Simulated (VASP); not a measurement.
A run of VASP 6.6.1 is set up as follows.

File POSCAR:

```
CuI
1.0
    0.0000000000      3.2002550925      2.7202168286
    3.2002550925      0.0000000000      2.7202168286
    3.2002550925      3.2002550925      0.0000000000
Cu I
1 1
Direct
    0.7500000000      0.7500000000      0.7500000000
    0.0000000000      0.0000000000      0.0000000000
```

INCAR.step1

```
ALGO     = Normal         # electronic algorithm
EDIFF    = 1E-4           # SCF threshold, eV
ENCUT    = 520            # plane-wave cutoff, eV
GGA      = PE             # functional
ISMEAR   = 0              # smearing method
LASPH    = True           # aspherical terms in the spheres
LCHARG   = False          # write CHGCAR
LREAL    = False          # projectors in reciprocal space
LWAVE    = True           # write WAVECAR
NBANDS   = 16             # bands
NELM     = 60             # most SCF steps
PREC     = Accurate       # precision mode
SIGMA    = 0.05           # smearing width, eV
```

Contents of INCAR.step2:

```
ALGO     = Normal         # electronic algorithm
EDIFF    = 1E-6           # SCF threshold, eV
ENCUT    = 520            # plane-wave cutoff, eV
ISIF     = 2              # what is computed and relaxed
ISMEAR   = 0              # smearing method
ISTART   = 1            
LASPH    = True           # aspherical terms in the spheres
LCHARG   = True           # write CHGCAR
LELF     = True           # ELF
LMIXTAU  = True         
LREAL    = False          # projectors in reciprocal space
LVHAR    = True         
LWAVE    = False          # write WAVECAR
METAGGA  = R2SCAN         # meta-GGA
NBANDS   = 16             # bands
NELM     = 60             # most SCF steps
PREC     = Accurate       # precision mode
SIGMA    = 0.05           # smearing width, eV
```

KPOINTS

```
k-points
0
Gamma
  8 8 8
```

Potentials or basis: VASP PAW PBE potentials, release 64 (Cu, I).

Run with:

```sh
$ cat potpaw_PBE.64/Cu/POTCAR potpaw_PBE.64/I/POTCAR > POTCAR
$ cp INCAR.step1 INCAR
$ mpirun -np 1 vasp_std > vasp.out
$ cp INCAR.step2 INCAR
$ mpirun -np 1 vasp_std > vasp.out
```

(1) Estimate the band gap on the k mesh.

(2) What does it give for the pressure?

Answers

(1) 1.52 eV, direct.

(2) -1.1 GPa.

Caveat: the PAW data sets were made with another functional, which shifts forces and pressure a little; spin-orbit coupling is left out, which moves the levels of the heavy elements.
